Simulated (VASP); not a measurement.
A run of VASP 6.6.1 is set up as follows.

Contents of INCAR:

```
PREC = Accurate
ENCUT = 520
EDIFF = 1E-6
ISMEAR = 0
SIGMA = 0.1
LREAL = F
LASPH = T
NELM = 150
ALGO = Normal
ISIF = 2
LWAVE = F
LCHARG = F
ISPIN = 2
MAGMOM = 3 0 0
LORBIT = 11
LMAXMIX = 4
GGA = PE
NBANDS = 22
```

The input KPOINTS:

```
Automatic mesh
0
Gamma
  6 6 4
```

Contents of POSCAR:

```
CoBrO
1.0
    3.2215935721      0.0000000024      0.0000000000
   -1.6107967881      2.7899818729      0.0000000000
    0.0000000000      0.0000000000      5.7935526937
Co Br O
1 1 1
Direct
    0.6666666667      0.3333333333      0.5000000000
    0.0000000000      0.0000000000      0.0000000000
    0.3333333333      0.6666666667      0.5000000000
```

Potentials or basis: VASP PAW PBE potentials, release 64 (Co, Br, O).

Command:

```console
$ cat potpaw_PBE.64/Co/POTCAR potpaw_PBE.64/Br/POTCAR potpaw_PBE.64/O/POTCAR > POTCAR
$ mpirun -np 1 vasp_std > vasp.out
```

Q: Estimate the site moments.

A: Co +2.53; Br +0.21; O +0.37 μB.

Q: Estimate the net moment.

A: 3.29 μB per cell.

Q: Predict the pressure.

A: 0.0 GPa.

Stress tensor (GPa, compression positive):
```
-0.18  0.00  0.00
 0.00 -0.18  0.00
 0.00  0.00  0.26
```

Caveat: the k points lie up to 0.38 Å⁻¹ apart; a cell with one magnetic atom can't hold antiferromagnetic order, which such compounds often take.
